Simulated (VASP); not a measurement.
Here is a VASP 6.6.1 calculation.

File INCAR:

```
ALGO = Normal ; EDIFF = 1E-6
ENCUT = 520 ; GGA = PS
ISIF = 2 ; ISMEAR = 0
LASPH = T ; LCHARG = F
LREAL = F ; LWAVE = F
NBANDS = 30 ; NELM = 60
PREC = Accurate ; SIGMA = 0.05
```

The input KPOINTS:

```
k-points
0
Gamma
  8 1 3
```

POSCAR

```
P
1.0
   -3.2837277200      0.0000000000      0.0000000000
    0.0000000000    -34.8570309900      4.6320847100
    0.0000000000      0.1975950987     10.7510978571
P
8
Direct
    0.0000000000      0.0323270396      0.4566224892
    0.0000000000      0.0298906315      0.0268246097
    0.0000000000      0.9749821848      0.8327711492
    0.0000000000      0.9725457767      0.4029732698
    0.5000000000      0.9742130143      0.6970845776
    0.5000000000      0.9717766061      0.2672866981
    0.5000000000      0.0330962102      0.5923090608
    0.5000000000      0.0306598020      0.1625111814
```

Potentials or basis: VASP PAW PBE potentials, release 64 (P).

Launch:

```bash
$ cat potpaw_PBE.64/P/POTCAR > POTCAR
$ mpirun -np 1 vasp_std > vasp.out
```

(1) Estimate the largest force.

(2) Predict the band gap on the k mesh.

Results:

(1) 0.823 eV/Å.

(2) zero (bands 20 and 21 overlap by 0.77 eV).

Caveat: the cell differs from its parent crystal (the distance across one plane changed); there is no dipole correction, which matters where the two faces differ; the PAW data sets were made with another functional, which shifts forces and pressure a little.
